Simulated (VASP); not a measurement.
Here is a VASP 6.6.1 calculation.

The input INCAR:

```
  PREC = Accurate
  ENCUT = 520
  EDIFF = 1E-6
  ISMEAR = -1
  SIGMA = 0.1
  LREAL = False
  LASPH = True
  NELM = 60
  ALGO = Normal
  ISIF = 2
  LWAVE = False
  LCHARG = False
  NBANDS = 17
```

Contents of KPOINTS:

```
regular mesh
0
Gamma
  16 16 16
```

POSCAR

```
Pt
1.0
    0.0000000000      2.8246276476      2.8246276476
    2.8246276476      0.0000000000      2.8246276476
    2.8246276476      2.8246276476      0.0000000000
Pt
2
Direct
    0.1250000000      0.1250000000      0.1250000000
    0.8750000000      0.8750000000      0.8750000000
```

Potentials or basis: VASP PAW LDA potentials, release 64 (Pt).

Launch:

```bash
$ cat potpaw_LDA.64/Pt/POTCAR > POTCAR
$ mpirun -np 1 vasp_std > vasp.out
```

Q: Estimate the pressure.

A: 0.0 GPa.

Q: Predict the band gap on the k mesh.

A: Zero (band 10 reaches 5.89 eV, above the bottom of band 11 at 5.21 eV).

Caveat: spin-orbit coupling is left out, which moves the levels of the heavy elements.
